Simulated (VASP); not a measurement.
Here is a VASP 6.6.1 calculation.

INCAR

```
ALGO     = Normal         # electronic algorithm
EDIFF    = 1E-6           # SCF threshold, eV
ENCUT    = 520            # plane-wave cutoff, eV
ISIF     = 2              # what is computed and relaxed
ISMEAR   = 0              # smearing method
LASPH    = T              # aspherical terms in the spheres
LCHARG   = T              # write CHGCAR
LELF     = T              # ELF
LREAL    = F              # projectors in reciprocal space
LVHAR    = T            
LWAVE    = F              # write WAVECAR
NBANDS   = 11             # bands
NELM     = 100            # most SCF steps
PREC     = Accurate       # precision mode
SIGMA    = 0.05           # smearing width, eV
```

Contents of KPOINTS:

```
k-points
0
Gamma
  10 10 10
```

File POSCAR:

```
MgO
1.0
    2.8780444641      0.0000000000      0.0000000000
   -1.4390222320      2.4924596191      0.0000000000
    0.0000000000      0.0000000000      2.6249773038
Mg O
1 1
Direct
    0.0000000000      0.0000000000      0.0000000000
    0.3333333333      0.6666666667      0.5000000000
```

Potentials or basis: VASP PAW LDA potentials, release 64 (Mg, O).

Command:

```bash
$ cat potpaw_LDA.64/Mg/POTCAR potpaw_LDA.64/O/POTCAR > POTCAR
$ mpirun -np 1 vasp_std > vasp.out
```

**Question.** What does it give for the pressure?

**Answer.** -2.6 GPa.

**Question.** Predict the band gap on the k mesh.

**Answer.** 3.43 eV, indirect (least direct gap 3.84 eV).

Stress tensor (GPa, compression positive):
```
-2.75  0.00  0.00
 0.00 -2.75  0.00
 0.00  0.00 -2.22
```

 A k mesh can miss the band edges.
